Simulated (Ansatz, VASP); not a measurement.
# Two plane-wave programs on GaAs

```
Ga As
1.0
     0.00000    2.87500    2.87500
     2.87500    0.00000    2.87500
     2.87500    2.87500    0.00000
Ga As
1 1
Cartesian
  0.0000 0.0000 0.0000
  1.4375 1.4375 1.4375
```

Alike in both runs: task single point; functional r2SCAN; k mesh 6 × 6 × 6; occupations fermi-dirac, width 0.02 eV; no spin polarisation.

|  | VASP | Ansatz |
| --- | --- | --- |
| version | VASP 6.6.1 | Ansatz 0.2.0 development build |
| potentials or method | VASP PAW PBE potentials, release 64 (Ga_d, As) | plane waves, PAW datasets (generated soft set 1) |
| plane-wave cutoff (eV) | 550 | 500 |
| valence electrons in the cell | 18 | 28 |

|  | VASP | Ansatz | Ansatz less VASP |
| --- | --- | --- | --- |
| gap on the k mesh at the Fermi level (eV) | 0.59 | 0.62 | +0.022 |

VASP's potentials were made for PBE, not for r2SCAN. The functional is the same, so the differences come from potentials, cutoffs and numerics. VASP's potentials hold 18 valence electrons a cell and Ansatz's 28, so a difference there can come from the potentials and not from the codes.
